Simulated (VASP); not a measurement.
# MgCd2S3 (P-4m2) in VASP: a series of runs

MgCd2S3 is run at these levels: PBE; tasks: single point, relaxation of cell and atoms.

All numbers are computed with VASP 6.6.1; they aren't measurements. Logs are shortened: lines on timing, memory, paths and dates and some standing lists are left out, and cuts for length are marked.

## (1) The cell of the first run

The structure is tetragonal, space group P-4m2 (No. 115). Conventional cell: a = 3.690 Å, b = 3.690 Å, c = 11.048 Å, α = 90.00°, β = 90.00°, γ = 90.00°. Within 3.4 Å of Mg (site symmetry -4m2) lie 4 S at 2.61 Å. Cd (site symmetry 2mm) has 5 S at 2.63 to 2.73 Å and 8 Cd at 3.52 to 3.69 Å within 3.7 Å. S (site symmetry 2mm) has 5 Cd at 2.63 to 2.73 Å within 3.5 Å. S (site symmetry -4m2) has 4 Mg at 2.61 Å within 3.4 Å.

The cell was generated, and may not be a known phase.

## (2) Single point, PBE

File INCAR:

```
SYSTEM = MgCd2S3
ALGO = Normal ; EDIFF = 1E-6
ENCUT = 520 ; GGA = PE
ISIF = 2 ; ISMEAR = 0
LASPH = .TRUE. ; LCHARG = .FALSE.
LREAL = .FALSE. ; LWAVE = .FALSE.
NBANDS = 31 ; NELM = 100
PREC = Accurate ; SIGMA = 0.1
```

File KPOINTS:

```
k-points
0
G
  4 4 2
  0 0 0
```

File POSCAR:

```
MgCd2S3
1.0
    3.6899120912      0.0000000000      0.0000000000
    0.0000000000      3.6899120912      0.0000000000
    0.0000000000      0.0000000000     11.0478583125
Mg Cd S
1 2 3
Direct
    0.0000000000      0.0000000000      0.0000000000
    0.0000000000      0.5000000000      0.6069666680
    0.5000000000      0.0000000000      0.3930333320
    0.0000000000      0.5000000000      0.3602990643
    0.5000000000      0.0000000000      0.6397009357
    0.5000000000      0.5000000000      0.0000000000
```

Potentials or basis: VASP PAW PBE potentials, release 64 (Mg, Cd, S).

Launch:

```sh
$ cat potpaw_PBE.64/Mg/POTCAR potpaw_PBE.64/Cd/POTCAR potpaw_PBE.64/S/POTCAR > POTCAR
$ mpirun -np 1 vasp_std > vasp.out
```

OUTCAR:

```text
SYSTEM = MgCd2S3
   EDIFF = 1E-6
   ENCUT = 520
   GGA = PE
   ISIF = 2
   ISMEAR = 0
   LASPH = .TRUE.
   LREAL = .FALSE.
   NELM = 100
   PREC = Accurate

 ion  position               nearest neighbor table
   1  0.000  0.000  0.000-   6 2.61   6 2.61   6 2.61   6 2.61
   2  0.000  0.500  0.607-   5 2.63   5 2.63   5 2.63   5 2.63   4 2.73   3 3.52   3 3.52   3 3.52
                             3 3.52
   3  0.500  0.000  0.393-   4 2.63   4 2.63   4 2.63   4 2.63   5 2.73   2 3.52   2 3.52   2 3.52
                             2 3.52
   4  0.000  0.500  0.360-   3 2.63   3 2.63   3 2.63   3 2.63   2 2.73
   5  0.500  0.000  0.640-   2 2.63   2 2.63   2 2.63   2 2.63   3 2.73
   6  0.500  0.500  0.000-   1 2.61   1 2.61   1 2.61   1 2.61

  LATTYP: Found a simple tetragonal cell.
 ALAT       =     3.6899120912
 C/A-ratio  =     2.9940708720

  Lattice vectors:

 A1 = (   3.6899120912,   0.0000000000,   0.0000000000)
 A2 = (   0.0000000000,   3.6899120912,   0.0000000000)
 A3 = (   0.0000000000,   0.0000000000,  11.0478583125)

Analysis of symmetry for initial positions (statically):
=====================================================================
 Subroutine PRICEL returns:
 Original cell was already a primitive cell.

 Routine SETGRP: Setting up the symmetry group for a
 simple tetragonal supercell.

 Subroutine GETGRP returns: Found  8 space group operations
 (whereof  8 operations were pure point group operations)
 out of a pool of 16 trial point group operations.

The static configuration has the point symmetry D_2d.

Analysis of symmetry for dynamics (positions and initial velocities):
=====================================================================
 Subroutine PRICEL returns:
 Original cell was already a primitive cell.

 Routine SETGRP: Setting up the symmetry group for a
 simple tetragonal supercell.

 Subroutine GETGRP returns: Found  8 space group operations
 (whereof  8 operations were pure point group operations)
 out of a pool of 16 trial point group operations.

The dynamic configuration has the point symmetry D_2d.

 Subroutine INISYM returns: Found  8 space group operations
 (whereof  8 operations are pure point group operations),
 and found     1 'primitive' translations

----------------------------------------------------------------------------------------

                                     Primitive cell

  volume of cell :     150.4216

  direct lattice vectors                    reciprocal lattice vectors
     3.689912091  0.000000000  0.000000000     0.271009166  0.000000000  0.000000000
     0.000000000  3.689912091  0.000000000     0.000000000  0.271009166  0.000000000
     0.000000000  0.000000000 11.047858313     0.000000000  0.000000000  0.090515281

  length of vectors
     3.689912091  3.689912091 11.047858313     0.271009166  0.271009166  0.090515281

  position of ions in fractional coordinates (direct lattice)
     0.000000000  0.000000000  0.000000000
     0.000000000  0.500000000  0.606966668
     0.500000000  0.000000000  0.393033332
     0.000000000  0.500000000  0.360299064
     0.500000000  0.000000000  0.639700936
     0.500000000  0.500000000  0.000000000

  ion indices of the primitive-cell ions
   primitive index   ion index
                 1           1
                 2           2
                 3           3
                 4           4
                 5           5
                 6           6

----------------------------------------------------------------------------------------

 KPOINTS: k-points

Automatic generation of k-mesh.
 Grid dimensions read from file:
 generate k-points for:    4    4    2

 Generating k-lattice:

  Cartesian coordinates                     Fractional coordinates (reciprocal lattice)
     0.067752292  0.000000000  0.000000000     0.250000000  0.000000000  0.000000000
     0.000000000  0.067752292  0.000000000     0.000000000  0.250000000  0.000000000
     0.000000000  0.000000000  0.045257641     0.000000000  0.000000000  0.500000000

  Length of vectors
     0.067752292  0.067752292  0.045257641

  Shift w.r.t. Gamma in fractional coordinates (k-lattice)
     0.000000000  0.000000000  0.000000000

 Subroutine IBZKPT returns following result:
 ===========================================

 Found     12 irreducible k-points:

 Following reciprocal coordinates:
            Coordinates               Weight
  0.000000  0.000000  0.000000      1.000000
  0.250000  0.000000  0.000000      4.000000
  0.500000  0.000000  0.000000      2.000000
  0.250000  0.250000  0.000000      4.000000
  0.500000  0.250000  0.000000      4.000000
  0.500000  0.500000  0.000000      1.000000
  0.000000  0.000000  0.500000      1.000000
  0.250000  0.000000  0.500000      4.000000
  0.500000  0.000000  0.500000      2.000000
  0.250000  0.250000  0.500000      4.000000
  0.500000  0.250000  0.500000      4.000000
  0.500000  0.500000  0.500000      1.000000
   k-points           NKPTS =     12   k-points in BZ     NKDIM =     12   number of bands    NBANDS=     31
   number of dos      NEDOS =    301   number of ions     NIONS =      6
   total plane-waves  NPLWV =  65856
   dimension x,y,z NGX =    28 NGY =   28 NGZ =   84
   dimension x,y,z NGXF=    56 NGYF=   56 NGZF=  168
   ions per type =               1   2   3
   NGX,Y,Z   is equivalent  to a cutoff of  12.62, 12.62, 12.64 a.u.
   NGXF,Y,Z  is equivalent  to a cutoff of  25.23, 25.23, 25.28 a.u.
 SYSTEM =  MgCd2S3
   PREC   = accura    normal or accurate (medium, high low for compatibility)
   ISTART =      0    job   : 0-new  1-cont  2-samecut
   ICHARG =      2    charge: 1-file 2-atom 10-const
   ISPIN  =      1    spin polarized calculation?
   LNONCOLLINEAR =      F non collinear calculations
   LSORBIT =      F    spin-orbit coupling
   LASPH  =      T    aspherical Exc in radial PAW
   ENCUT  =  520.0 eV  38.22 Ry    6.18 a.u.   6.86  6.86 20.54*2*pi/ulx,y,z
   NELM   =    100;   NELMIN=  2; NELMDL= -5     # of ELM steps
   EDIFF  = 0.1E-05   stopping-criterion for ELM
   LREAL  =      F    real-space projection
   EDIFFG = 0.1E-04   stopping-criterion for IOM
   NSW    =      0    number of steps for IOM
   IBRION =     -1    ionic relax: 0-MD 1-quasi-New 2-CG
   NFREE  =      0    steps in history (QN), initial steepest desc. (CG)
   ISIF   =      2    stress and relaxation
   ISYM   =      2    0-nonsym 1-usesym 2-fastsym
   POTIM  = 0.5000    time-step for ionic-motion
   TEBEG  =    0.0;   TEEND  =   0.0 temperature during run
   PSTRESS=    0.0 pullay stress
   NELECT =      44.0000    total number of electrons
   NUPDOWN=      -1.0000    fix difference up-down
   EMIN   =  10.00;   EMAX   =-10.00  energy-range for DOS
   EFERMI =   0.00;   METHOD = LEGACY
   ISMEAR =     0;   SIGMA  =   0.10  broadening in eV -4-tet -1-fermi 0-gaus
   EFERMI_NEDOS =   21; number of points for ismear=-14 and -15
   IALGO  =     38    algorithm
   IMIX   =      4    mixing-type and parameters
     AMIX     =   0.40;   BMIX     =  1.00
     AMIX_MAG =   1.60;   BMIX_MAG =  1.00
  volume/ion in A,a.u.               =      25.07       169.18
  Fermi-wavevector in a.u.,A,eV,Ry     =   1.086732  2.053625 16.068288  1.180986
  Thomas-Fermi vector in A             =   2.222875
   LORBIT       =      0    0 simple, 1 ext, 2 COOP (PROOUT), +10 PAW based schemes
   GGA     = PE    functional components
   LHFCALC =     F    Hartree Fock is set to
   AEXX    =    0.0000 exact exchange contribution
   IVDW    =     0    specifies the selected vdW correction
   LEPSILON=     F    determine dielectric tensor
   LRPA    =     F    only Hartree local field effects (RPA)
 non-spin polarized calculation
 Gauss-broadening in eV      SIGMA  =   0.10
  energy-cutoff  :      520.00
  volume of cell :      150.42
 maximum number of plane-waves:      4076
 NGX is ok and might be reduce to    28
   NGX = 13   NGY = 13   NGZ = 41

 number of electron      44.0000030 magnetization

 Free energy of the ion-electron system (eV)
  ---------------------------------------------------
  ext. energy  EPLUGINS =         0.00000000
  ---------------------------------------------------
  free energy    TOTEN  =       -18.79790810 eV

  energy without entropy =      -18.79790751  energy(sigma->0) =      -18.79790781

 E-fermi :   1.9681     XC(G=0):  -8.7251

 val. band max:        1.6475287618   @ k =   0.5000   0.0000   0.0000
 cond. band min:       2.2763244980   @ k =   0.5000   0.5000   0.5000
 fundamental gap:      0.6287957362
 Fermi energy:         1.9680853786

 k-point     1 :       0.0000    0.0000    0.0000
  band No.  band energies     occupation
      1     -11.4357      2.00000
      2     -11.0385      2.00000
      3      -9.8047      2.00000
      4      -6.7033      2.00000
      5      -6.5254      2.00000
      6      -6.4610      2.00000
[... 23 lines left out ...]
     30       8.4674      0.00000
     31       9.2806      0.00000

 k-point     2 :       0.2500    0.0000    0.0000
  band No.  band energies     occupation
      1     -11.0458      2.00000
      2     -10.7403      2.00000
      3      -9.5481      2.00000
      4      -6.6842      2.00000
      5      -6.6579      2.00000
      6      -6.6083      2.00000
[... 23 lines left out ...]
     30       8.7140      0.00000
     31       9.3134      0.00000

 k-point     3 :       0.5000    0.0000    0.0000
  band No.  band energies     occupation
      1     -10.4626      2.00000
      2     -10.4591      2.00000
      3      -9.2486      2.00000
      4      -6.8414      2.00000
      5      -6.8362      2.00000
      6      -6.8347      2.00000
[... 295 lines left out ...]
     30       8.8207      0.00000
     31       9.4862      0.00000

 k-point    12 :       0.5000    0.5000    0.5000
  band No.  band energies     occupation
      1     -10.6121      2.00000
      2     -10.6121      2.00000
      3      -8.8244      2.00000
      4      -6.6216      2.00000
      5      -6.6151      2.00000
      6      -6.3398      2.00000
[... 23 lines left out ...]
     30       8.5170      0.00000
     31       8.5170      0.00000

------------------------ aborting loop because EDIFF is reached ----------------------------------------

  FORCE on cell =-STRESS in cart. coord.  units (eV):
  Direction    XX          YY          ZZ          XY          YZ          ZX
  --------------------------------------------------------------------------------------
  -------------------------------------------------------------------------------------
  Total        0.2984929      0.2984929      0.1739247      0.0000000      0.0000000      0.0000000
  in kB        3.1793211      3.1793211      1.8525145      0.0000000      0.0000000      0.0000000
  external PRESSURE =       2.7370522 kB  Pullay stress =       0.0000000 kB

 VOLUME and BASIS-vectors are now :
 -----------------------------------------------------------------------------
  energy-cutoff  :      520.00
  volume of cell :      150.42
      direct lattice vectors                 reciprocal lattice vectors
     3.689912091  0.000000000  0.000000000     0.271009166  0.000000000  0.000000000
     0.000000000  3.689912091  0.000000000     0.000000000  0.271009166  0.000000000
     0.000000000  0.000000000 11.047858313     0.000000000  0.000000000  0.090515281

 POSITION                                       TOTAL-FORCE (eV/Angst)
 -----------------------------------------------------------------------------------
      0.00000      0.00000      0.00000         0.000000     -0.000000      0.000000
      0.00000      1.84496      6.70568         0.000000     -0.000000      0.003978
      1.84496      0.00000      4.34218        -0.000000     -0.000000     -0.003978
      0.00000      1.84496      3.98053        -0.000000     -0.000000     -0.049434
      1.84496      0.00000      7.06733         0.000000     -0.000000      0.049434
      1.84496      1.84496      0.00000         0.000000      0.000000      0.000000
 -----------------------------------------------------------------------------------
    total drift:                               -0.000000      0.000000      0.000000

  FREE ENERGIE OF THE ION-ELECTRON SYSTEM (eV)
  ---------------------------------------------------
  free  energy   TOTEN  =       -18.7979081004 eV

  energy  without entropy=      -18.7979075149  energy(sigma->0) =      -18.79790781
```

It took 1.9 min on 1 thread of Intel Xeon 8259CL, shared host; peak memory 0.26 GiB.

Results:

| Item | Value |
| --- | --- |
| Free energy | -18.7979 eV |
| Pressure | 0.3 GPa |
| Largest force | 0.049 eV/Å |
| Band gap on the k mesh | 0.63 eV (least direct gap 0.80 eV) |

Forces on the atoms (eV/Å):
```
Mg   0.000  0.000  0.000
Cd   0.000  0.000  0.004
Cd   0.000  0.000 -0.004
S    0.000  0.000 -0.049
S    0.000  0.000  0.049
S    0.000  0.000  0.000
```

Stress tensor (GPa, compression positive):
```
0.32 0.00 0.00
0.00 0.32 0.00
0.00 0.00 0.19
```

Caveat: the k points lie up to 0.43 Å⁻¹ apart; semilocal functionals underestimate gaps, and a narrow one can read as zero.

## (3) Relaxation of cell and atoms, PBE

This run uses another cell than the first one, of 22.90 Å³/atom.

File INCAR:

```
SYSTEM = MgCd2S3
  PREC = Accurate
  ENCUT = 600
  EDIFF = 1E-6
  ISMEAR = 0
  SIGMA = 0.1
  LREAL = .False.
  LASPH = .True.
  NELM = 60
  ALGO = Normal
  ISIF = 3
  LWAVE = .False.
  LCHARG = .False.
  GGA = PE
  IBRION = 2
  NSW = 90
  EDIFFG = -0.04
```

File KPOINTS:

```
regular mesh
0
Gamma
  4 4 2
  0 0 0
```

File POSCAR:

```
MgCd2S3
1.0
    3.9653953200      0.0000000000      0.0000000000
    0.0000000000      3.9653953200      0.0000000000
    0.0000000000      0.0000000000      8.7361381800
Mg Cd S
1 2 3
Direct
    0.0000000000      0.0000000000      0.0000000000
    0.0000000000      0.5000000000      0.7315000300
    0.5000000000      0.0000000000      0.2684999700
    0.0000000000      0.5000000000      0.3835000100
    0.5000000000      0.0000000000      0.6164999900
    0.5000000000      0.5000000000      0.0000000000
```

Potentials or basis: VASP PAW PBE potentials, release 64 (Mg, Cd, S).

Launch:

```sh
$ cat potpaw_PBE.64/Mg/POTCAR potpaw_PBE.64/Cd/POTCAR potpaw_PBE.64/S/POTCAR > POTCAR
$ mpirun -np 1 vasp_std > vasp.out
```

Run time: 19 min. Hardware: 1 thread of Intel Xeon 8259CL, shared host; peak memory 0.3 GiB.

It converged, with:

```
Free energy                           : -18.7896 eV
Relaxed volume                        : 24.90 Å³/atom
Relaxed cell                          : a = 3.696 Å, b = 3.696 Å, c = 10.940 Å, α = 90.00°, β = 90.00°, γ = 90.00°
Space group after relaxing (to 0.1 Å) : P-4m2 (No. 115)
Energy gained by relaxing             : 451.9 meV/atom
Ionic steps                           : 24
Pressure after relaxing               : 0.0 GPa
Largest force after relaxing          : 0.030 eV/Å
Band gap on the k mesh                : 0.62 eV (least direct gap 0.80 eV)
```

Forces on the atoms (eV/Å):
```
Mg   0.000  0.000  0.000
Cd   0.000  0.000 -0.011
Cd   0.000  0.000  0.011
S    0.000  0.000 -0.030
S    0.000  0.000  0.030
S    0.000  0.000  0.000
```

The path:
```tsv
step	energy change (eV)	largest force (eV/Å)	pressure (GPa)	volume (Å³)
1	0.0000	1.8747	-6.70	137.37
2	-1.0401	1.6313	0.43	119.13
3	-1.1260	1.4430	4.79	113.23
4	-1.6762	0.9279	4.58	115.72
5	-2.0443	0.4899	5.36	118.95
6	-2.1132	0.2871	6.63	124.98
7	-2.1186	0.7318	-4.72	147.64
8	-2.3437	0.5010	-0.09	135.63
9	-2.3438	0.4968	0.03	135.41
10	-2.3799	0.4775	-0.02	134.94
11	-2.4835	0.4070	-0.02	133.48
12	-2.5942	0.1836	0.92	130.43
13	-2.5947	0.2817	0.59	131.06
14	-2.5969	0.2396	0.75	130.76
15	-2.6115	0.2102	-1.09	135.96
16	-2.6135	0.2185	-0.65	134.58
17	-2.6304	0.1865	-0.50	135.43
18	-2.6671	0.1380	0.04	137.96
19	-2.6745	0.4064	1.42	142.86
20	-2.6816	0.3103	0.92	141.15
21	-2.6998	0.1937	0.29	144.69
22	-2.7079	0.0610	-0.37	148.94
23	-2.7079	0.0489	-0.43	149.34
24	-2.7114	0.0297	0.02	149.40
```

Final structure:
```
Mg Cd S
1.0
     3.69558    0.00000    0.00000
     0.00000    3.69558    0.00000
     0.00000    0.00000   10.93954
Mg Cd S
1 2 3
Direct
  0.00000 0.00000 0.00000
  0.00000 0.50000 0.60850
  0.50000 0.00000 0.39150
  0.00000 0.50000 0.35906
  0.50000 0.00000 0.64094
  0.50000 0.50000 0.00000
```

Levels at points of the mesh, in eV from the valence-band top:
| k point | band 19 | band 20 | band 21 | band 22 | band 23 | band 24 | band 25 | band 26 |
| --- | --- | --- | --- | --- | --- | --- | --- | --- |
| (0.00, 0.00, 0.00) | -1.32 | -0.83 | -0.70 | -0.70 | 0.78 | 1.22 | 2.58 | 5.26 |
| (0.50, 0.00, 0.00) | -0.76 | -0.34 | -0.02 | 0.00 | 2.88 | 3.86 | 4.63 | 5.13 |
| (0.50, 0.50, 0.00) | -2.94 | -2.17 | -2.17 | -0.16 | 0.67 | 0.67 | 1.88 | 5.67 |
| (0.00, 0.00, 0.50) | -1.32 | -1.32 | -0.69 | -0.69 | 1.21 | 1.22 | 2.26 | 5.60 |
| (0.50, 0.00, 0.50) | -0.58 | -0.34 | -0.02 | 0.00 | 3.46 | 3.59 | 3.78 | 5.14 |
| (0.50, 0.50, 0.50) | -2.94 | -2.15 | -2.15 | -0.17 | 0.62 | 0.62 | 1.89 | 5.22 |

Caveat: semilocal functionals underestimate gaps, and a narrow one can read as zero; a cell axis changed by over 15 % at a fixed basis, so the end point is rough. A k mesh can miss the band edges.
